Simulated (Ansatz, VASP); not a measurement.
**VSi2 in VASP and in Ansatz**

```
CELL_PARAMETERS angstrom
4.53480 0.00000 0.00000
-2.26740 3.92725 0.00000
0.00000 0.00000 6.31890
ATOMIC_POSITIONS crystal
V 0.00000 0.50000 0.16667
V 0.50000 0.50000 0.83333
V 0.50000 0.00000 0.50000
Si 0.83751 0.67501 0.50000
Si 0.16249 0.83751 0.83333
Si 0.67501 0.83751 0.16667
Si 0.16249 0.32499 0.50000
Si 0.83751 0.16249 0.83333
Si 0.32499 0.16249 0.16667
```

Alike in both runs: task single point; functional PBEsol; k mesh 6 × 6 × 4; occupations gaussian, width 0.1 eV; no spin polarisation.

|  | VASP | Ansatz |
| --- | --- | --- |
| version | VASP 6.6.1 | Ansatz 0.2.0 |
| potentials or method | VASP PAW PBE potentials, release 64 (V_sv, Si), cutoff 520 eV | scalar-relativistic, plane waves, PAW |
| valence electrons in the cell | 63 | 63 |

Ansatz gave:

- gap on the k mesh at the Fermi level (eV): none
- pressure (GPa): -0.8
- traceless stress, the component that is largest in VASP (GPa): 0.88
- rms of the force components (eV/Å): 0.052

Task: Which values does VASP return?

Result: gap on the k mesh at the Fermi level (eV): none; pressure (GPa): -0.6; traceless stress, the component that is largest in VASP (GPa): 0.91; rms of the force components (eV/Å): 0.053.

VASP's potentials were made for PBE, not for PBEsol, and Ansatz warns of the same on its side. Atom by atom the forces differ by 0.001 eV/Å (rms over components). A gap of «none» marks a metal or a gap that the smearing closes.
